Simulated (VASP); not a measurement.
CO2, 6 atoms in the cell. The structure is monoclinic, space group P2_1/c (No. 14). Conventional cell: a = 4.595 Å, b = 4.595 Å, c = 6.374 Å, α = 90.00°, β = 131.36°, γ = 90.00°. Within 1.6 Å of C (site symmetry -1) lie 2 O at 1.17 Å. O (site symmetry 1) has 1 C at 1.17 Å within 1.6 Å. 

| Item | Value |
| --- | --- |
| Program | VASP 6.6.1 |
| Task | single point |
| Functional | PBEsol |
| Potentials or basis | VASP PAW PBE potentials, release 64 (C, O) |
| Cutoff | 520 eV |
| k mesh | 6 × 6 × 6 |
| Occupations | gaussian, width 0.02 eV |
| Spin | no spin polarisation |
| Dipole correction | no |
| Further INCAR settings | ALGO = Normal; EDIFF = 1e-07; NBANDS = 25 |

Potentials or basis: VASP PAW PBE potentials, release 64 (C, O).

Run with:

```bash
$ cat potpaw_PBE.64/C/POTCAR potpaw_PBE.64/O/POTCAR > POTCAR
$ mpirun -np 1 vasp_std > vasp.out
```

Hardware: 1 thread of Intel Xeon 8259CL, with other jobs on the host.

Q: Estimate the wall time of this run.

A: Wall time 3.3 min on 1 thread of Intel Xeon 8259CL (shared host), peak memory 0.29 GiB. Counts: scf iterations 14, k points 80.
